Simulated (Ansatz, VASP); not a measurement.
## One calculation of MgO, two programs

POSCAR

```
MgO
1.0
    0.0000000000      2.1351500000      2.1351500000
    2.1351500000      0.0000000000      2.1351500000
    2.1351500000      2.1351500000      0.0000000000
Mg O
1 1
Direct
    0.0000000000      0.0000000000      0.0000000000
    0.5000000000      0.5000000000      0.5041396786
```

Contents of INCAR.step1:

```
  PREC = Accurate
  ENCUT = 520
  ISMEAR = 0
  SIGMA = 0.05
  LREAL = F
  LASPH = T
  NELM = 100
  NBANDS = 11
  GGA = PE
  ALGO = Normal
  EDIFF = 1E-4
  LWAVE = T
  LCHARG = F
```

File INCAR.step2:

```
  PREC = Accurate
  ENCUT = 520
  EDIFF = 1E-7
  ISMEAR = 0
  SIGMA = 0.05
  LREAL = F
  LASPH = T
  NELM = 100
  ALGO = Normal
  ISIF = 2
  LWAVE = F
  LCHARG = F
  METAGGA = R2SCAN
  LMIXTAU = T
  NBANDS = 11
  ISTART = 1
```

Contents of KPOINTS:

```
Automatic mesh
0
Gamma
  10 10 10
```

Input for Ansatz:

```yaml
crystal:
  lattice:
    - [0.0, 2.13515, 2.13515]
    - [2.13515, 0.0, 2.13515]
    - [2.13515, 2.13515, 0.0]
  atoms:
    - { symbol: Mg, position: [0.0, 0.0, 0.0] }
    - { symbol: O, position: [0.5, 0.5, 0.5041396786] }
basis:
  ecutwfc: 500
kpoints:
  mp_grid: { grid: [10, 10, 10] }
hamiltonian:
  xc: r2scan
scf:
  occupations: { method: gaussian, width: 0.05 }
output:
  forces: true
  stress: true
  eigenvalues: true
```

Change from the starting cell: all O atoms moved +0.013 Å, as atom 2 along Cartesian [1 1 0].

Alike in both runs: task single point; functional r2SCAN; k mesh 10 × 10 × 10; occupations gaussian, width 0.05 eV; no spin polarisation.

|  | VASP | Ansatz |
| --- | --- | --- |
| version | VASP 6.6.1 | Ansatz 0.2.0 |
| potentials or method | VASP PAW PBE potentials, release 64 (Mg, O), cutoff 520 eV | scalar-relativistic, plane waves, PAW |
| valence electrons in the cell | 8 | 16 |

Ansatz gave:

| Quantity | Value |
| --- | --- |
| gap on the k mesh at the Fermi level (eV) | 5.22 |
| least direct gap on the mesh (eV) | 5.22 |
| pressure (GPa) | -7.1 |
| rms of the force components (eV/Å) | 0.032 |

Q: What did VASP give for the same quantities?

A: gap on the k mesh at the Fermi level (eV): 5.20; least direct gap on the mesh (eV): 5.20; pressure (GPa): -8.2; rms of the force components (eV/Å): 0.033.

VASP's potentials were made for PBE, not for r2SCAN. Atom by atom the forces differ by 0.000 eV/Å (rms over components). VASP's potentials hold 8 valence electrons a cell and Ansatz's 16, so a difference there can come from the potentials and not from the codes.
